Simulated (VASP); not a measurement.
# Te (Pm-3n) in VASP: a series of runs

Runs on Te. Level: LDA. Tasks: single point, relaxation of cell and atoms.

Everything below comes from runs of VASP 6.6.1. Logs are shortened: lines on timing, memory, paths and dates and some standing lists are left out, and cuts for length are marked.

## 1. The cell of the first run

Symmetry: Pm-3n, No. 223, cubic system. The conventional cell has a = 6.013 Å, b = 6.013 Å, c = 6.013 Å, α = 90.00°, β = 90.00°, γ = 90.00°. Within 4.4 Å of Te (site symmetry m-3) lie 12 Te at 3.36 Å. Te (site symmetry -4m2) has 14 Te at 3.01 to 3.68 Å within 4.0 Å.

## 2. Single point, LDA

Input file INCAR:

```
ALGO = Normal ; EDIFF = 1E-6
ENCUT = 520 ; ISIF = 2
ISMEAR = -1 ; LASPH = T
LCHARG = F ; LREAL = F
LWAVE = F ; NBANDS = 34
NELM = 100 ; PREC = Accurate
SIGMA = 0.1
```

Input file KPOINTS:

```
k-points
0
Gamma
  4 4 4
```

Input file POSCAR:

```
Te
1.0
    6.0134074620      0.0000000000      0.0000000000
    0.0000000000      6.0134074620      0.0000000000
    0.0000000000      0.0000000000      6.0134074620
Te
8
Direct
    0.0000000000      1.0000000000      1.0000000000
    0.5000000000      0.5000000000      0.5000000000
    0.2500000000      1.0000000000      0.5000000000
    0.7500000000      0.0000000000      0.5000000000
    0.5000000000      0.2500000000      1.0000000000
    0.5000000000      0.7500000000      1.0000000000
    1.0000000000      0.5000000000      0.2500000000
    1.0000000000      0.5000000000      0.7500000000
```

Potentials or basis: VASP PAW LDA potentials, release 64 (Te).

Launch:

```
> cat potpaw_LDA.64/Te/POTCAR > POTCAR
> mpirun -np 1 vasp_std > vasp.out
```

OUTCAR:

```text
EDIFF = 1E-6
   ENCUT = 520
   ISIF = 2
   ISMEAR = -1
   LASPH = T
   LREAL = F
   NELM = 100
   PREC = Accurate

 ion  position               nearest neighbor table
   1  0.000  0.000  0.000-   3 3.36   4 3.36   5 3.36   6 3.36   7 3.36   8 3.36   3 3.36   4 3.36
                             7 3.36   8 3.36   5 3.36   6 3.36
   2  0.500  0.500  0.500-   3 3.36   4 3.36   5 3.36   6 3.36   7 3.36   8 3.36   5 3.36   6 3.36
                             3 3.36   4 3.36   7 3.36   8 3.36
   3  0.250  0.000  0.500-   4 3.01   4 3.01   1 3.36   1 3.36   2 3.36   2 3.36   8 3.68   5 3.68
                             5 3.68   6 3.68   6 3.68   7 3.68   8 3.68   7 3.68
   4  0.750  0.000  0.500-   3 3.01   3 3.01   1 3.36   1 3.36   2 3.36   2 3.36   8 3.68   5 3.68
                             5 3.68   6 3.68   6 3.68   7 3.68   8 3.68   7 3.68
   5  0.500  0.250  0.000-   6 3.01   6 3.01   1 3.36   2 3.36   2 3.36   1 3.36   8 3.68   4 3.68
                             3 3.68   4 3.68   3 3.68   7 3.68   7 3.68   8 3.68
   6  0.500  0.750  0.000-   5 3.01   5 3.01   1 3.36   2 3.36   2 3.36   1 3.36   8 3.68   4 3.68
                             3 3.68   4 3.68   3 3.68   7 3.68   7 3.68   8 3.68
   7  0.000  0.500  0.250-   8 3.01   8 3.01   1 3.36   2 3.36   1 3.36   2 3.36   3 3.68   4 3.68
                             5 3.68   3 3.68   4 3.68   6 3.68   5 3.68   6 3.68
   8  0.000  0.500  0.750-   7 3.01   7 3.01   1 3.36   2 3.36   1 3.36   2 3.36   3 3.68   4 3.68
                             5 3.68   3 3.68   4 3.68   6 3.68   5 3.68   6 3.68

  LATTYP: Found a simple cubic cell.
 ALAT       =     6.0134074620

  Lattice vectors:

 A1 = (   6.0134074620,   0.0000000000,   0.0000000000)
 A2 = (   0.0000000000,   6.0134074620,   0.0000000000)
 A3 = (   0.0000000000,   0.0000000000,   6.0134074620)

Analysis of symmetry for initial positions (statically):
=====================================================================
 Subroutine PRICEL returns:
 Original cell was already a primitive cell.

 Routine SETGRP: Setting up the symmetry group for a
 simple cubic supercell.

 Subroutine GETGRP returns: Found 48 space group operations
 (whereof 24 operations were pure point group operations)
 out of a pool of 48 trial point group operations.

The static configuration has the point symmetry T_h .
 The point group associated with its full space group is O_h .

Analysis of symmetry for dynamics (positions and initial velocities):
=====================================================================
 Subroutine PRICEL returns:
 Original cell was already a primitive cell.

[... 112 lines left out ...]
   ISYM   =      2    0-nonsym 1-usesym 2-fastsym
   POTIM  = 0.5000    time-step for ionic-motion
   TEBEG  =    0.0;   TEEND  =   0.0 temperature during run
   PSTRESS=    0.0 pullay stress
   NELECT =      48.0000    total number of electrons
   NUPDOWN=      -1.0000    fix difference up-down
   EMIN   =  10.00;   EMAX   =-10.00  energy-range for DOS
   EFERMI =   0.00;   METHOD = LEGACY
   ISMEAR =    -1;   SIGMA  =   0.10  broadening in eV -4-tet -1-fermi 0-gaus
   EFERMI_NEDOS =   21; number of points for ismear=-14 and -15
   IALGO  =     38    algorithm
   IMIX   =      4    mixing-type and parameters
     AMIX     =   0.40;   BMIX     =  1.00
     AMIX_MAG =   1.60;   BMIX_MAG =  1.00
  volume/ion in A,a.u.               =      27.18       183.43
  Fermi-wavevector in a.u.,A,eV,Ry     =   0.989391  1.869678 13.318668  0.978895
  Thomas-Fermi vector in A             =   2.120986
   LORBIT       =      0    0 simple, 1 ext, 2 COOP (PROOUT), +10 PAW based schemes
   GGA     = CA    functional components
   LHFCALC =     F    Hartree Fock is set to
   AEXX    =    0.0000 exact exchange contribution
   IVDW    =     0    specifies the selected vdW correction
   LEPSILON=     F    determine dielectric tensor
   LRPA    =     F    only Hartree local field effects (RPA)
 non-spin polarized calculation
  energy-cutoff  :      520.00
  volume of cell :      217.45
 maximum number of plane-waves:      5904
 NGX is ok and might be reduce to    48
   NGX = 23   NGY = 23   NGZ = 23

 number of electron      48.0000003 magnetization

 Free energy of the ion-electron system (eV)
  ---------------------------------------------------
  ext. energy  EPLUGINS =         0.00000000
  ---------------------------------------------------
  free energy    TOTEN  =       -27.40989894 eV

  energy without entropy =      -27.09785299  energy(sigma->0) =      -27.25387597

 E-fermi :   8.2741     XC(G=0): -10.4295

 val. band max:        8.2461635249   @ k =   0.5000   0.2500   0.2500
 cond. band min:       8.2971664890   @ k =   0.2500   0.2500   0.0000
 fundamental gap:      0.0510029641
 Fermi energy:         8.2741269072

 k-point     1 :       0.0000    0.0000    0.0000
  band No.  band energies     occupation
      1      -5.9606      2.00000
      2      -3.4537      2.00000
      3      -3.4537      2.00000
      4      -3.2960      2.00000
      5      -1.6753      2.00000
      6      -1.6753      2.00000
[... 359 lines left out ...]
     33      15.6603      0.00000
     34      15.6603      0.00000

------------------------ aborting loop because EDIFF is reached ----------------------------------------

  FORCE on cell =-STRESS in cart. coord.  units (eV):
  Direction    XX          YY          ZZ          XY          YZ          ZX
  --------------------------------------------------------------------------------------
  -------------------------------------------------------------------------------------
  Total        0.0163436      0.0163436      0.0163436      0.0000000      0.0000000      0.0000000
  in kB        0.1204192      0.1204192      0.1204192      0.0000000      0.0000000      0.0000000
  external PRESSURE =       0.1204192 kB  Pullay stress =       0.0000000 kB

 VOLUME and BASIS-vectors are now :
 -----------------------------------------------------------------------------
  energy-cutoff  :      520.00
  volume of cell :      217.45
      direct lattice vectors                 reciprocal lattice vectors
     6.013407462  0.000000000  0.000000000     0.166295068  0.000000000  0.000000000
     0.000000000  6.013407462  0.000000000     0.000000000  0.166295068  0.000000000
     0.000000000  0.000000000  6.013407462     0.000000000  0.000000000  0.166295068

 POSITION                                       TOTAL-FORCE (eV/Angst)
 -----------------------------------------------------------------------------------
      0.00000      0.00000      0.00000        -0.000000     -0.000000      0.000000
      3.00670      3.00670      3.00670        -0.000000     -0.000000      0.000000
      1.50335      0.00000      3.00670        -0.000000      0.000000      0.000000
      4.51006      0.00000      3.00670         0.000000     -0.000000     -0.000000
      3.00670      1.50335      0.00000        -0.000000      0.000000      0.000000
      3.00670      4.51006      0.00000        -0.000000     -0.000000      0.000000
      0.00000      3.00670      1.50335        -0.000000     -0.000000      0.000000
      0.00000      3.00670      4.51006         0.000000      0.000000      0.000000
 -----------------------------------------------------------------------------------
    total drift:                               -0.000000     -0.000000      0.000000

  FREE ENERGIE OF THE ION-ELECTRON SYSTEM (eV)
  ---------------------------------------------------
  free  energy   TOTEN  =       -27.4098989441 eV

  energy  without entropy=      -27.0978529920  energy(sigma->0) =      -27.25387597
```

It took 50 s on 1 thread of Intel Xeon Platinum 8488C (Sapphire Rapids), shared host; peak memory 0.26 GiB.

What came out:

```
Free energy            : -27.4099 eV
Pressure               : 0.0 GPa
Band gap on the k mesh : zero (bands 24 and 25 overlap by 0.93 eV)
```

Levels at points of the mesh, in eV from the Fermi level:
| k point | band 22 | band 23 | band 24 | band 25 | band 26 | band 27 |
| --- | --- | --- | --- | --- | --- | --- |
| (0.00, 0.00, 0.00) | -0.26 | -0.26 | 0.07 | 0.07 | 0.07 | 1.61 |
| (0.50, 0.00, 0.00) | -1.04 | -0.36 | -0.36 | 0.17 | 0.17 | 1.51 |
| (0.50, 0.50, 0.00) | -0.63 | -0.16 | -0.16 | 0.33 | 0.33 | 0.49 |
| (0.50, 0.50, 0.50) | -0.99 | -0.86 | -0.86 | -0.86 | -0.86 | -0.41 |

Caveat: spin-orbit coupling is left out, which moves the levels of the heavy elements.

## 3. Single point, LDA

Input file INCAR:

```
SYSTEM = Te
PREC = Accurate
ENCUT = 520
EDIFF = 1E-6
ISMEAR = -1
SIGMA = 0.1
LREAL = .FALSE.
LASPH = .TRUE.
NELM = 100
ALGO = Normal
ISIF = 2
LWAVE = .FALSE.
LCHARG = .TRUE.
LELF = .TRUE.
LVHAR = .TRUE.
NBANDS = 34
```

Input file KPOINTS:

```
Automatic mesh
0
G
  6 6 6
  0 0 0
```

POSCAR is that of step 2.

Potentials or basis: VASP PAW LDA potentials, release 64 (Te).

Launch:

```
> cat potpaw_LDA.64/Te/POTCAR > POTCAR
> mpirun -np 1 vasp_std > vasp.out
```

Run time: 91 s. Hardware: 1 thread of Intel Xeon Platinum 8488C (Sapphire Rapids), shared host; peak memory 0.3 GiB.

Results (log left out):

```
Free energy            : -27.4663 eV
Pressure               : -0.4 GPa
Band gap on the k mesh : zero (bands 24 and 25 overlap by 1.52 eV)
```

Levels at points of the mesh, in eV from the Fermi level:
```tsv
k point	band 21	band 22	band 23	band 24	band 25	band 26	band 27	band 28
(0.00, 0.00, 0.00)	-0.27	-0.27	-0.27	0.06	0.06	0.06	1.60	1.60
(0.50, 0.00, 0.00)	-1.05	-1.05	-0.37	-0.37	0.16	0.16	1.50	1.50
(0.50, 0.50, 0.00)	-1.27	-0.65	-0.17	-0.17	0.32	0.32	0.46	0.49
(0.50, 0.50, 0.50)	-1.01	-1.01	-0.87	-0.87	-0.87	-0.87	-0.42	-0.42
```

Caveat: spin-orbit coupling is left out, which moves the levels of the heavy elements.

## 4. Relaxation of cell and atoms, LDA

This run uses another cell than the first one, of 28.84 Å³/atom.

Input file INCAR:

```
PREC = Accurate
ENCUT = 600
EDIFF = 1E-6
ISMEAR = -1
SIGMA = 0.1
LREAL = False
LASPH = True
NELM = 80
ALGO = Normal
ISIF = 3
LWAVE = False
LCHARG = False
IBRION = 2
NSW = 80
EDIFFG = -0.01
```

Input file KPOINTS:

```
Automatic mesh
0
Gamma
  4 4 4
```

Input file POSCAR:

```
Te
1.0
    6.1330711348      0.0000000000      0.0000000000
    0.0000000000      6.1330711348      0.0000000000
    0.0000000000      0.0000000000      6.1330711348
Te
8
Direct
    0.0000000000      0.0000000000      0.0000000000
    0.5000000000      0.5000000000      0.5000000000
    0.2500000000      0.0000000000      0.5000000000
    0.7500000000      0.0000000000      0.5000000000
    0.5000000000      0.2500000000      0.0000000000
    0.5000000000      0.7500000000      0.0000000000
    0.0000000000      0.5000000000      0.2500000000
    0.0000000000      0.5000000000      0.7500000000
```

Launch:

```
> cat potpaw_LDA.64/Te/POTCAR > POTCAR
> mpirun -np 1 vasp_std > vasp.out
```

Run time: 3.1 min. Hardware: 1 thread of Intel Xeon Platinum 8488C (Sapphire Rapids), shared host; peak memory 0.3 GiB.

Results (log left out):

```yaml
Free_energy: -27.3716 eV
Relaxed_volume: 27.22 Å³/atom
Relaxed_cell: a = 6.016 Å, b = 6.016 Å, c = 6.016 Å, α = 90.00°, β = 90.00°, γ = 90.00°
Space_group_after_relaxing_to_0.1_Å: Pm-3n (No. 223)
Energy_gained_by_relaxing: 17.1 meV/atom
Ionic_steps: 3
Pressure_after_relaxing: 0.0 GPa
```

Step by step:
| step | energy change (eV) | largest force (eV/Å) | pressure (GPa) | volume (Å³) |
| --- | --- | --- | --- | --- |
| 1 | 0.0000 | 0.0000 | -3.20 | 230.69 |
| 2 | -0.1047 | 0.0000 | 1.82 | 212.00 |
| 3 | -0.1365 | 0.0000 | -0.01 | 217.76 |

Final structure:
```xyz
8
Lattice="6.0163 0.0000 0.0000 0.0000 6.0163 0.0000 0.0000 0.0000 6.0163" Properties=species:S:1:pos:R:3 pbc="T T T"
Te    0.0000    0.0000    6.0163
Te    3.0081    3.0081    3.0081
Te    1.5041    0.0000    3.0081
Te    4.5122    0.0000    3.0081
Te    3.0081    1.5041    0.0000
Te    3.0081    4.5122    0.0000
Te    0.0000    3.0081    1.5041
Te    0.0000    3.0081    4.5122
```

Levels at points of the mesh, in eV from the Fermi level:
```csv
k point,band 22,band 23,band 24,band 25,band 26,band 27
"(0.00, 0.00, 0.00)",-0.27,-0.27,0.06,0.06,0.06,1.60
"(0.50, 0.00, 0.00)",-1.04,-0.37,-0.37,0.16,0.16,1.50
"(0.50, 0.50, 0.00)",-0.64,-0.17,-0.17,0.32,0.32,0.47
"(0.50, 0.50, 0.50)",-1.00,-0.87,-0.87,-0.87,-0.87,-0.42
```

Caveat: the highest band is partly filled, so the run has too few bands; spin-orbit coupling is left out, which moves the levels of the heavy elements.

## 5. Overview

```csv
task,cell,k mesh,cutoff (eV),gap on the mesh (eV),pressure (GPa)
single point,"a = 6.013 Å, 8 atoms",4 × 4 × 4,520,none,0.0
single point,"a = 6.013 Å, 8 atoms",6 × 6 × 6,520,none,-0.4
relaxation of cell and atoms,"relaxed from a = 6.133 Å, 8 atoms",4 × 4 × 4,600,-,0.0
```

Alike in all rows: level LDA; potentials or basis VASP PAW LDA potentials, release 64 (Te); no spin polarisation; smearing fermi-dirac 0.1 eV.

Caveats: spin-orbit coupling is left out, which moves the levels of the heavy elements; the highest band is partly filled, so the run has too few bands (at least some runs).

Total energies depend on the potentials used, so only differences within one code and one set of settings carry meaning.

The gap in the log of VASP goes by the Fermi energy; the results here count the filled bands.